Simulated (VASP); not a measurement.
Set up this calculation in VASP 6.6.1, as the native input.

- Task: electric field gradients
- Functional: PBEsol
- Potentials or basis: VASP PAW PBE potentials, release 64 (Zr_sv)
- Cutoff: 520 eV
- k mesh: 14 × 14 × 14
- Occupations: fermi-dirac, width 0.08 eV
- Spin: no spin polarisation
- Dipole correction: no
- Further INCAR settings: ALGO = Normal; EDIFF = 1e-08; NBANDS = 12

The structure of Zr lies in POSCAR:

```
Zr
1.0
   -1.7855375418      1.7855375418      1.7855375418
    1.7855375418     -1.7855375418      1.7855375418
    1.7855375418      1.7855375418     -1.7855375418
Zr
1
Direct
    0.0000000000      0.0000000000      0.0000000000
```

This cell differs from its parent crystal: volume scaled by 0.96.

These files were run (other wordings do the same):

INCAR

```
SYSTEM = Zr
ALGO = Normal ; EDIFF = 1E-8
ENCUT = 520 ; GGA = PS
ISIF = 2 ; ISMEAR = -1
LASPH = .TRUE. ; LCHARG = .FALSE.
LEFG = .TRUE. ; LREAL = .FALSE.
LWAVE = .FALSE. ; NBANDS = 12
NELM = 80 ; PREC = Accurate
SIGMA = 0.08
```

KPOINTS

```
k-points
0
G
  14 14 14
  0 0 0
```

Potentials or basis: VASP PAW PBE potentials, release 64 (Zr_sv).

Command:

```console
$ cat potpaw_PBE.64/Zr_sv/POTCAR > POTCAR
$ mpirun -np 1 vasp_std > vasp.out
```

It gave:

The pressure is -3.5 GPa and the band gap on the k mesh is zero (band 6 reaches 9.95 eV, above the bottom of band 7 at 8.18 eV).

Caveat: without QUAD_EFG the Cq values of the log hold for a quadrupole moment of 1 mb, not for the nuclei; the PAW data sets were made with another functional, which shifts forces and pressure a little.

Run time: 14 s on 1 thread of Intel(R) Xeon(R) Platinum 8488C (Sapphire Rapids), on a shared host, peak memory 0.15 GiB.
